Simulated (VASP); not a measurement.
Write the native input for VASP 6.6.1 that does the following.

```
Task                   : single point
Functional             : PBEsol
Potentials or basis    : VASP PAW PBE potentials, release 64 (Al, Ru_pv)
Cutoff                 : 520 eV
k mesh                 : 9 × 9 × 9
Occupations            : gaussian, width 0.05 eV
Spin                   : no spin polarisation
Dipole correction      : no
Further INCAR settings : ALGO = Fast; EDIFF = 1e-06; NBANDS = 17
```

The structure of Al2Ru lies in POSCAR:

```
Al2Ru
1.0
   -1.5604216200      1.5604216200      4.2218055900
    1.5604216200     -1.5604216200      4.2218055900
    1.5604216200      1.5604216200     -4.2218055900
Al Ru
2 1
Direct
    0.6592021900      0.6592021900      0.0000000000
    0.3407978100      0.3407978100      0.0000000000
    0.0000000000      0.0000000000      0.0000000000
```

One way to write it, as run:

INCAR

```
SYSTEM = Al2Ru
PREC = Accurate
ENCUT = 520
EDIFF = 1E-6
ISMEAR = 0
SIGMA = 0.05
LREAL = .False.
LASPH = .True.
NELM = 60
ALGO = Fast
ISIF = 2
LWAVE = .False.
LCHARG = .False.
GGA = PS
NBANDS = 17
```

KPOINTS

```
Automatic mesh
0
Gamma
  9 9 9
  0 0 0
```

Potentials or basis: VASP PAW PBE potentials, release 64 (Al, Ru_pv).

Run with:

```sh
$ cat potpaw_PBE.64/Al/POTCAR potpaw_PBE.64/Ru_pv/POTCAR > POTCAR
$ mpirun -np 1 vasp_std > vasp.out
```

Results of the run:

```json
{
 "Pressure": "-0.4 GPa",
 "Largest force": "0.055 eV/Å",
 "Band gap on the k mesh": "zero (band 10 reaches 10.69 eV, above the bottom of band 11 at 10.56 eV)"
}
```

Caveat: the PAW data sets were made with another functional, which shifts forces and pressure a little.

Run time: 32 s on 1 thread of Intel(R) Xeon(R) 6975P-C (Granite Rapids), with other jobs on the host, peak memory 0.23 GiB.
